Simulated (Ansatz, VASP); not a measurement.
## One calculation of Au, two programs

```
Au
1.0
     2.91894    0.00000    0.00000
    -1.45947    2.52788    0.00000
     0.00000    0.00000    9.27837
Au
4
Direct
  0.00000 0.00000 0.00000
  0.00000 0.00000 0.50000
  0.33333 0.66667 0.75000
  0.66667 0.33333 0.25000
```

Alike in both runs: task relaxation of cell and atoms; functional PBEsol; k mesh 18 × 18 × 6; occupations gaussian, width 0.1 eV; no spin polarisation.

|  | VASP | Ansatz |
| --- | --- | --- |
| version | VASP 6.6.1 | Ansatz 0.2.0 |
| potentials or method | VASP PAW PBE potentials, release 64 (Au), cutoff 600 eV | scalar-relativistic, plane waves, PAW |
| valence electrons in the cell | 44 | 76 |

```csv
,VASP,Ansatz,Ansatz less VASP
"gap on the k mesh at the Fermi level, each at its own relaxed structure (eV)",none,none,-
relaxed volume (Å³/atom),17.01,17.02,+0.015
relaxed cell length with the largest relative difference (Å),9.488,9.497,+0.0095
```

VASP's potentials were made for PBE, not for PBEsol. A gap of «none» marks a metal or a gap that the smearing closes. VASP's potentials hold 44 valence electrons a cell and Ansatz's 76, so a difference there can come from the potentials and not from the codes.

Neither program's run includes spin-orbit coupling.
